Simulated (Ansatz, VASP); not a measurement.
## CaGe4N: VASP beside Ansatz

```
Ca Ge N
1.0
     0.00000    3.87940    3.87940
     3.87940    0.00000    3.87940
     3.87940    3.87940    0.00000
Ca Ge N
1 4 1
Direct
  0.75000 0.75000 0.75000
  0.87511 0.37496 0.37496
  0.37496 0.37496 0.37496
  0.37496 0.87511 0.37496
  0.37496 0.37496 0.87511
  0.00000 0.00000 0.00000
```

Change from the starting cell: species swapped into the HfTiW4 type (F-43m, No. 216).

Alike in both runs: task single point; functional PBE; k mesh 4 × 4 × 4; occupations gaussian, width 0.1 eV; no spin polarisation.

|  | VASP | Ansatz |
| --- | --- | --- |
| version | VASP 6.6.1 | Ansatz 0.2.0 |
| potentials or method | VASP PAW PBE potentials, release 64 (Ca_sv, Ge_d, N), cutoff 520 eV | scalar-relativistic, plane waves, PAW |
| valence electrons in the cell | 71 | 71 |

Ansatz gave:

| Item | Value |
| --- | --- |
| gap on the k mesh at the Fermi level (eV) | none |
| pressure (GPa) | -2.0 |
| rms of the force components (eV/Å) | 0.046 |

Problem. What did VASP give for the same quantities?

Solution. gap on the k mesh at the Fermi level (eV): none; pressure (GPa): -1.9; rms of the force components (eV/Å): 0.048.

Atom by atom the forces differ by 0.001 eV/Å (rms over components). A gap of «none» marks a metal or a gap that the smearing closes.
